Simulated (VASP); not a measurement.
HfH2: single point with r2SCAN

HfH2:

```xyz
3
Lattice="-1.7209 1.7209 2.1282 1.7209 -1.7209 2.1282 1.7209 1.7209 -2.1282" Properties=species:S:1:pos:R:3 pbc="T T T"
Hf    0.0000    0.0000    0.0000
H     0.0000    1.7209    1.0641
H     1.7209    0.0000    1.0641
```

```yaml
Program: VASP 6.6.1
Task: single point
Functional: r2SCAN
Potentials_or_basis: VASP PAW PBE potentials, release 64 (Hf_pv, H)
Cutoff: 520 eV
k_mesh: 16 × 16 × 16
Occupations: gaussian, width 0.1 eV
Spin: no spin polarisation
```

The pressure is 3.0 GPa and the band gap on the k mesh is zero (band 6 reaches 6.51 eV, above the bottom of band 7 at 5.25 eV).

Stress tensor (GPa, compression positive):
```
2.90 0.00 0.00
0.00 2.90 0.00
0.00 0.00 3.10
```

Levels at points of the mesh, in eV from the Fermi level:
```
           k point  band 2  band 3  band 4  band 5  band 6  band 7  band 8  band 9  band 10  band 11
(0.00, 0.00, 0.00)  -32.18  -32.12  -12.25   -1.76   -0.53   -0.53    0.58    1.91     3.53    11.36
(0.50, 0.00, 0.00)  -32.32  -32.18   -9.18   -5.86   -0.99    0.79    4.12    4.55     5.25     7.17
(0.50, 0.50, 0.00)  -32.37  -32.29   -7.32   -6.48   -4.57    4.27    4.49    5.74     6.89     8.09
(0.50, 0.50, 0.50)  -32.50  -32.50   -8.55   -4.83   -4.17    4.92    5.05    5.05     5.85     5.85
```

Run time: 7.1 min on 1 thread of Oxide Virtual Turin-like Processor, with other jobs on the host, peak memory 0.2 GiB.

Caveat: the PAW data sets were made with another functional, which shifts forces and pressure a little; spin-orbit coupling is left out, which moves the levels of the heavy elements.
